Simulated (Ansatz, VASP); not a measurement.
## EuS: VASP beside Ansatz

The input INCAR:

```
SYSTEM = EuS
PREC     = Accurate       ! precision mode
ENCUT    = 600            ! plane-wave cutoff, eV
EDIFF    = 1E-6           ! SCF threshold, eV
ISMEAR   = -1             ! smearing method
SIGMA    = 0.1            ! smearing width, eV
LREAL    = .False.        ! projectors in reciprocal space
LASPH    = .True.         ! aspherical terms in the spheres
NELM     = 200            ! most SCF steps
ALGO     = Normal         ! electronic algorithm
ISIF     = 2              ! what is computed and relaxed
LWAVE    = .False.        ! write WAVECAR
LCHARG   = .False.        ! write CHGCAR
ISPIN    = 2              ! spin polarisation
MAGMOM   = 4.9 0          ! initial moments
LORBIT   = 11             ! projections on sites
LMAXMIX  = 6              ! l up to which the mixer works
LDAU     = .True.         ! DFT+U
LDAUTYPE = 2            
LDAUL    = 3 -1           ! shell
LDAUU    = 5 0            ! U, eV
LDAUJ    = 0 0          
LDAUPRINT= 1            
GGA      = PE             ! functional
NBANDS   = 22             ! bands
GGA_COMPAT= .False.
```

KPOINTS

```
Automatic mesh
0
Gamma
  7 7 7
  0 0 0
```

The input POSCAR:

```
EuS
1.0
    0.0000000000      2.9245786117      2.9245786117
    2.9245786117      0.0000000000      2.9245786117
    2.9245786117      2.9245786117      0.0000000000
Eu S
1 1
Direct
    0.0000000000      0.0000000000      0.0000000000
    0.5000000000      0.5000000000      0.5000000000
```

Input for Ansatz:

```yaml
crystal:
  lattice:
    - [0.0, 2.924578611676967, 2.924578611676967]
    - [2.924578611676967, 0.0, 2.924578611676967]
    - [2.924578611676967, 2.924578611676967, 0.0]
  atoms:
    - { symbol: Eu, position: [0.0, 0.0, 0.0], spin: 4.9 }
    - { symbol: S, position: [0.5, 0.5, 0.5] }
basis:
  ecutwfc: 500.0
kpoints:
  mp_grid:
    grid: [7, 7, 7]
hamiltonian:
  xc: pbe
  hubbard:
    - { species: Eu, l: f, u_eff: 5.0 }
magnetization:
  spin_polarized: true
scf:
  convergence:
    dr2_threshold: 1.0e-07
  occupations:
    method: fermi_dirac
    width: 0.1
output:
  stress: true
```

Alike in both runs: task single point; functional PBE; k mesh 7 × 7 × 7; occupations fermi-dirac, width 0.1 eV; collinear spin; Hubbard terms Eu f U = 5.0 eV.

|  | VASP | Ansatz |
| --- | --- | --- |
| version | VASP 6.6.1 | Ansatz 0.2.0 |
| potentials or method | VASP PAW PBE potentials, release 64 (Eu, S), cutoff 600 eV | plane waves, PAW |
| valence electrons in the cell | 23 | 23 |

VASP gave:

| Item | Value |
| --- | --- |
| gap on the k mesh at the Fermi level (eV) | none |
| pressure (GPa) | 3.6 |
| net moment per atom (μB) | 3.50 |
| size of the moment on the site where the two differ most (μB) | 6.69 |

Task: Which values does Ansatz return?

Result: gap on the k mesh at the Fermi level (eV): none; pressure (GPa): 3.5; net moment per atom (μB): 3.50; size of the moment on the site where the two differ most (μB): 6.83.

Site moments also hang on the region over which each program counts them. The programs project onto different local orbitals, so the same U acts differently, and such runs can settle in different states. A gap of «none» marks a metal or a gap that the smearing closes. Ansatz's warnings: given moment on shells, stability check not made, stress scf threshold loose.

Spin-orbit coupling is off throughout.
